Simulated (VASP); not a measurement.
Be2Os:

```xyz
6
Lattice="4.4222 0.0000 0.0000 0.0000 4.5569 0.0000 0.0000 0.0000 2.9765" Properties=species:S:1:pos:R:3 pbc="T T T"
Be    0.9950    3.7594    1.4883
Be    3.2061    3.0759    0.0000
Be    3.4272    0.7975    1.4883
Be    1.2161    1.4810    0.0000
Os    2.2111    2.2784    1.4883
Os    0.0000    0.0000    0.0000
```

* Program: VASP 6.6.1
* Task: relaxation of cell and atoms
* Functional: PBE
* Potentials or basis: VASP PAW PBE potentials, release 64 (Be, Os)
* Cutoff: 600 eV
* k mesh: 4 × 4 × 6
* Occupations: gaussian, width 0.1 eV
* Spin: no spin polarisation

At the start: pressure 83.0 GPa; volume 10.00 Å³/atom.

**Question.** How do energy, volume and symmetry change on relaxing?

**Answer.** Over 54 steps the energy falls by 1492.8 meV/atom and the volume is 14.71 Å³/atom (+47.1 %); space group Pnnm (No. 58, to 0.1 Å) before, P4_2/mnm (No. 136, to 0.1 Å).

Step by step:
```csv
step,energy change (eV),largest force (eV/Å),pressure (GPa),volume (Å³)
1,0.0000,1.4661,83.03,59.98
3,-5.2060,0.3847,-0.82,87.02
5,-5.5548,0.4909,-0.96,87.40
7,-6.2297,3.0051,4.71,88.95
9,-6.4551,2.5041,1.31,89.66
11,-7.1737,2.3904,0.39,93.65
13,-7.2371,2.5200,-0.50,93.29
15,-8.2419,0.9182,-8.81,93.84
17,-8.3404,0.4569,-11.21,94.01
19,-8.7013,0.4760,-1.29,85.56
21,-8.7651,0.2085,-0.46,84.73
23,-8.7736,0.1758,1.03,84.17
25,-8.7941,0.2362,-0.51,85.44
27,-8.7970,0.2784,-1.27,86.11
29,-8.8167,0.2561,-1.12,86.11
31,-8.8621,0.1918,-0.92,86.10
33,-8.8787,0.1442,1.51,84.97
35,-8.8951,0.0417,0.70,85.61
37,-8.9126,0.1592,-0.40,86.66
39,-8.9296,0.1007,-1.41,87.86
41,-8.9390,0.0617,-0.06,87.51
43,-8.9394,0.0618,0.00,87.48
45,-8.9414,0.0612,0.30,87.31
47,-8.9428,0.0607,0.28,87.37
49,-8.9487,0.0559,0.27,87.61
51,-8.9539,0.0547,-0.04,88.20
53,-8.9565,0.0341,-0.64,88.42
54,-8.9570,0.0359,-0.25,88.24
```

Final structure:
```cif
data_structure
_symmetry_space_group_name_H-M 'P 1'
_symmetry_Int_Tables_number 1
_cell_length_a 5.9690
_cell_length_b 6.0558
_cell_length_c 2.4411
_cell_angle_alpha 90.000
_cell_angle_beta 90.000
_cell_angle_gamma 90.000
_cell_volume 88.24
loop_
_atom_site_label
_atom_site_type_symbol
_atom_site_fract_x
_atom_site_fract_y
_atom_site_fract_z
_atom_site_occupancy
Be1 Be 0.23387 0.75810 0.50000 1
Be2 Be 0.73387 0.74190 0.00000 1
Be3 Be 0.76613 0.24190 0.50000 1
Be4 Be 0.26613 0.25810 0.00000 1
Os1 Os 0.50000 0.50000 0.50000 1
Os2 Os 0.00000 0.00000 0.00000 1
```

Caveat: the volume moved by over 15 % at a fixed basis, so the end points are rough.
